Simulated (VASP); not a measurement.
Input of a VASP 6.6.1 run:

Contents of INCAR:

```
PREC = Accurate ; ENCUT = 600
EDIFF = 1E-6 ; ISMEAR = 0
SIGMA = 0.1 ; LREAL = False
LASPH = True ; NELM = 60
ALGO = Normal ; ISIF = 3
LWAVE = False ; LCHARG = False
GGA = PE ; IBRION = 2
NSW = 80 ; EDIFFG = -0.01
```

File KPOINTS:

```
Automatic mesh
0
Gamma
  14 14 14
```

Contents of POSCAR:

```
VSi
1.0
    0.0000000000      2.4425458500      2.4425458500
    2.4425458500      0.0000000000      2.4425458500
    2.4425458500      2.4425458500      0.0000000000
V Si
1 1
Direct
    0.0000000000      0.0000000000      0.0000000000
    0.5000000000      0.5000000000      0.5000000000
```

Potentials or basis: VASP PAW PBE potentials, release 64 (V_sv, Si).

The run is started by

```bash
$ cat potpaw_PBE.64/V_sv/POTCAR potpaw_PBE.64/Si/POTCAR > POTCAR
$ mpirun -np 1 vasp_std > vasp.out
```

Question: Estimate the relaxed cell.

Answer: a = 3.456 Å, b = 3.456 Å, c = 3.456 Å, α = 60.00°, β = 60.00°, γ = 60.00°.

Question: What does it give for the relaxed volume?

Answer: 14.60 Å³/atom.

Question: What does it give for the space group after relaxing (to 0.05 Å)?

Answer: Fm-3m (No. 225).

Final structure:
```
V Si
1.0
     0.00000    2.44397    2.44397
     2.44397    0.00000    2.44397
     2.44397    2.44397    0.00000
V Si
1 1
Direct
  0.00000 0.00000 0.00000
  0.50000 0.50000 0.50000
```
